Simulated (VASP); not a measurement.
A run of VASP 6.6.1:

File POSCAR:

```
F
1.0
    2.5498261645     -1.6906565810      0.1065262603
    2.5498261645      1.6906565810      0.1065262603
   -0.3057991709      0.0000000000      6.7156913273
F
4
Direct
    0.5901824491      0.9103147266      0.5938345469
    0.0896852734      0.4098175509      0.9061654531
    0.4098175509      0.0896852734      0.4061654531
    0.9103147266      0.5901824491      0.0938345469
```

Contents of INCAR.step1:

```
PREC = Accurate
ENCUT = 520
ISMEAR = 0
SIGMA = 0.01
LREAL = False
LASPH = True
NELM = 80
NBANDS = 22
GGA = PE
ALGO = Normal
EDIFF = 1E-4
LWAVE = True
LCHARG = False
```

File INCAR.step2:

```
PREC = Accurate
ENCUT = 520
EDIFF = 1E-7
ISMEAR = 0
SIGMA = 0.01
LREAL = False
LASPH = True
NELM = 80
ALGO = Normal
ISIF = 2
LWAVE = False
LCHARG = True
METAGGA = R2SCAN
LMIXTAU = True
LELF = True
LVHAR = True
NBANDS = 22
ISTART = 1
```

The input KPOINTS:

```
regular mesh
0
Gamma
  10 10 4
```

Potentials or basis: VASP PAW PBE potentials, release 64 (F).

Run with:

```console
$ cat potpaw_PBE.64/F/POTCAR > POTCAR
$ cp INCAR.step1 INCAR
$ mpirun -np 1 vasp_std > vasp.out
$ cp INCAR.step2 INCAR
$ mpirun -np 1 vasp_std > vasp.out
```

Hardware: 1 thread of AMD EPYC 9R45 96-Core Processor (Zen 5), on a shared host.

Task: How long does it take, and how much memory?

Result: Run time: 4 min on 1 thread of AMD EPYC 9R45 96-Core Processor (Zen 5), with other jobs on the host, peak memory 0.2 GiB. Counts: k points 117.
